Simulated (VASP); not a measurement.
**ZnSe: single point with LDA**

Crystal: ZnSe.

```
Zn Se
1.0
     0.00000    2.83244    2.83244
     2.83244    0.00000    2.83244
     2.83244    2.83244    0.00000
Zn Se
1 1
Direct
  0.00000 0.00000 0.00000
  0.75000 0.75000 0.75000
```

```json
{
 "Program": "VASP 6.6.1",
 "Task": "single point",
 "Functional": "LDA",
 "Potentials or basis": "VASP PAW LDA potentials, release 64 (Zn, Se)",
 "Cutoff": "500 eV",
 "k mesh": "4 × 4 × 4",
 "Occupations": "gaussian, width 0.1 eV",
 "Spin": "no spin polarisation"
}
```

```json
{
  "Pressure": "-2.7 GPa",
  "Band gap on the k mesh": "1.05 eV, direct"
}
```

Levels at points of the mesh, in eV from the valence-band top:
```tsv
k point	band 6	band 7	band 8	band 9	band 10	band 11	band 12	band 13
(0.00, 0.00, 0.00)	-6.36	0.00	0.00	0.00	1.05	5.67	5.67	5.67
(0.50, 0.00, 0.00)	-6.20	-5.32	-0.88	-0.88	2.35	6.26	6.26	8.34
(0.50, 0.50, 0.00)	-6.17	-4.85	-2.22	-2.22	2.77	3.30	10.52	11.08
```

It took 5.6 s on 1 thread of AMD EPYC 7R13 (shared host), peak memory 0.14 GiB.

Caveat: the k points lie up to 0.48 Å⁻¹ apart.
